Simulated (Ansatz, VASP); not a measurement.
## Two plane-wave programs on Cu

```
Cu
1.0
     2.37747    0.00000    0.00000
    -1.18874    2.05895    0.00000
     0.00000    0.00000    3.91118
Cu
2
Cartesian
  0.0000 1.3726 0.9778
  1.1887 0.6863 2.9334
```

Change from the starting cell: volume scaled by 0.8, PAW files.

Alike in both runs: task single point; functional PBE; k mesh 19 × 19 × 10; occupations fermi-dirac, width 0.05 eV; no spin polarisation.

|  | VASP | Ansatz |
| --- | --- | --- |
| version | VASP 6.6.1 | Ansatz 0.2.0 |
| potentials or method | VASP PAW PBE potentials, release 64 (Cu) | PAW with Ansatz's default frozen-core files, scalar-relativistic |
| plane-wave cutoff (eV) | 520 | 420 |
| valence electrons in the cell | 22 | 38 |

|  | VASP | Ansatz | Ansatz less VASP |
| --- | --- | --- | --- |
| pressure (GPa) | 55.2 | 54.6 | -0.60 |

Both programs put the cell under a high pressure, so it lies far from rest at this level. VASP's potentials hold 22 valence electrons a cell and Ansatz's 38, so a difference there can come from the potentials and not from the codes.
